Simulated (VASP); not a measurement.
Input of a VASP 6.6.1 run:

Contents of INCAR:

```
ALGO = Normal
EDIFF = 1E-8
ENCUT = 400
GGA_COMPAT = False
ISIF = 2
ISMEAR = -1
LASPH = True
LCHARG = False
LEFG = True
LREAL = False
LWAVE = False
NBANDS = 20
NELM = 120
PREC = Accurate
SIGMA = 0.03
```

The input KPOINTS:

```
k-points
0
Gamma
  13 13 13
```

Contents of POSCAR:

```
TaRu
1.0
    3.1551300000      0.0000000000      0.0000000000
    0.0000000000      3.1551300000      0.0000000000
    0.0000000000      0.0000000000      3.1870000000
Ta Ru
1 1
Direct
    0.5000000000      0.5000000000      0.5000000000
    0.0000000000      0.0000000000      0.0000000000
```

Potentials or basis: VASP PAW LDA potentials, release 64 (Ta_pv, Ru_pv).

The run is started by

```console
$ cat potpaw_LDA.64/Ta_pv/POTCAR potpaw_LDA.64/Ru_pv/POTCAR > POTCAR
$ mpirun -np 1 vasp_std > vasp.out
```

Question: What does it give for the band gap on the k mesh?

Answer: Zero (an odd number of electrons rules out a gap without spin polarisation).

Question: Estimate the pressure.

Answer: -11.3 GPa.

Stress tensor (GPa, compression positive):
```
-12.19   0.00   0.00
  0.00 -12.19   0.00
  0.00   0.00  -9.65
```

Caveat: the cell differs from its parent crystal (equal xx and yy strain of -1 %); the cell stands under tension; without QUAD_EFG the Cq values of the log hold for a quadrupole moment of 1 mb, not for the nuclei; spin-orbit coupling is left out, which moves the levels of the heavy elements.
